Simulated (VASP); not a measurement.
Wanted: the native input for a VASP 6.6.1 run.

- Task: single point
- Functional: LDA
- Potentials or basis: VASP PAW LDA potentials, release 64 (Li_sv, Cd_sv_GW)
- Cutoff: 880 eV
- k mesh: 6 × 6 × 6
- Occupations: gaussian, width 0.02 eV
- Spin: no spin polarisation
- Dipole correction: no
- Further INCAR settings: ALGO = Normal; EDIFF = 1e-06; NBANDS = 40

The structure of LiCd3 lies in POSCAR:

```
LiCd3
1.0
    0.0000000000      3.2992262154      3.2992262154
    3.2992262154      0.0000000000      3.2992262154
    3.2992262154      3.2992262154      0.0000000000
Li Cd
1 3
Direct
    0.0000000000      0.0000000000      0.0000000000
    0.2500000000      0.2500000000      0.2500000000
    0.7500000000      0.7500000000      0.7500000000
    0.5000000000      0.5000000000      0.5000000000
```

The input as run:

INCAR

```
ALGO     = Normal         # electronic algorithm
EDIFF    = 1E-6           # SCF threshold, eV
ENCUT    = 880            # plane-wave cutoff, eV
GGA      = CA             # functional
GGA_COMPAT= F            
ISIF     = 2              # what is computed and relaxed
ISMEAR   = 0              # smearing method
LASPH    = T              # aspherical terms in the spheres
LCHARG   = T              # write CHGCAR
LELF     = T              # ELF
LREAL    = F              # projectors in reciprocal space
LVHAR    = T            
LWAVE    = F              # write WAVECAR
NBANDS   = 40             # bands
NELM     = 120            # most SCF steps
PREC     = Accurate       # precision mode
SIGMA    = 0.02           # smearing width, eV
```

KPOINTS

```
k-points
0
Gamma
  6 6 6
```

Potentials or basis: VASP PAW LDA potentials, release 64 (Li_sv, Cd_sv_GW).

Launch:

```sh
$ cat potpaw_LDA.64/Li_sv/POTCAR potpaw_LDA.64/Cd_sv_GW/POTCAR > POTCAR
$ mpirun -np 1 vasp_std > vasp.out
```

Results of the run:

```
Pressure               : 0.0 GPa
Band gap on the k mesh : zero (an odd number of electrons rules out a gap without spin polarisation)
```

It took 110 s on 1 thread of Intel(R) Xeon(R) Platinum 8375C CPU @ 2.90GHz (Ice Lake) (shared host), peak memory 0.3 GiB.
